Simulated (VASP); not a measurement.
A run of VASP 6.6.1 is set up as follows.

File INCAR:

```
SYSTEM = PtSe2
PREC = Accurate
ENCUT = 500
EDIFF = 1E-7
ISMEAR = 0
SIGMA = 0.02
LREAL = .FALSE.
LASPH = .TRUE.
NELM = 120
ALGO = Normal
ISIF = 3
LWAVE = .FALSE.
LCHARG = .FALSE.
GGA = PE
IBRION = 2
NSW = 70
EDIFFG = -0.008
PSTRESS = -30.0
GGA_COMPAT = .FALSE.
NELMIN = 4
```

Contents of KPOINTS:

```
regular mesh
0
G
  12 12 4
  0 0 0
```

POSCAR

```
PtSe2
1.0
    3.7871545670      0.0000000000      0.0000000000
   -1.8935772835      3.2797720631      0.0000000000
    0.0000000000      0.0000000000      6.5630181811
Pt Se
1 2
Direct
    0.0000000000      0.0000000000      0.0000000000
    0.6666666667      0.3333333333      0.7990307627
    0.3333333333      0.6666666667      0.2009692373
```

Potentials or basis: VASP PAW PBE potentials, release 64 (Pt, Se).

Command:

```sh
$ cat potpaw_PBE.64/Pt/POTCAR potpaw_PBE.64/Se/POTCAR > POTCAR
$ mpirun -np 1 vasp_std > vasp.out
```

Problem. What does it give for the band gap on the k mesh?

Solution. 0.08 eV.

Problem. Predict the relaxed cell.

Solution. a = 4.513 Å, b = 4.513 Å, c = 11.255 Å, α = 90.00°, β = 90.00°, γ = 120.00°.

Problem. Predict the space group after relaxing (to 0.1 Å).

Solution. P-3m1 (No. 164).

Final structure:
```cif
data_structure
_symmetry_space_group_name_H-M 'P 1'
_symmetry_Int_Tables_number 1
_cell_length_a 4.5133
_cell_length_b 4.5133
_cell_length_c 11.2548
_cell_angle_alpha 90.000
_cell_angle_beta 90.000
_cell_angle_gamma 120.000
_cell_volume 198.54
loop_
_atom_site_label
_atom_site_type_symbol
_atom_site_fract_x
_atom_site_fract_y
_atom_site_fract_z
_atom_site_occupancy
Pt1 Pt 0.00000 0.00000 0.00000 1
Se1 Se 0.66667 0.33333 0.94766 1
Se2 Se 0.33333 0.66667 0.05235 1
```

Caveat: the cell is relaxed towards a set pressure, so the run minimises the enthalpy, not the energy; spin-orbit coupling is left out, which moves the levels of the heavy elements. A k mesh can miss the band edges.
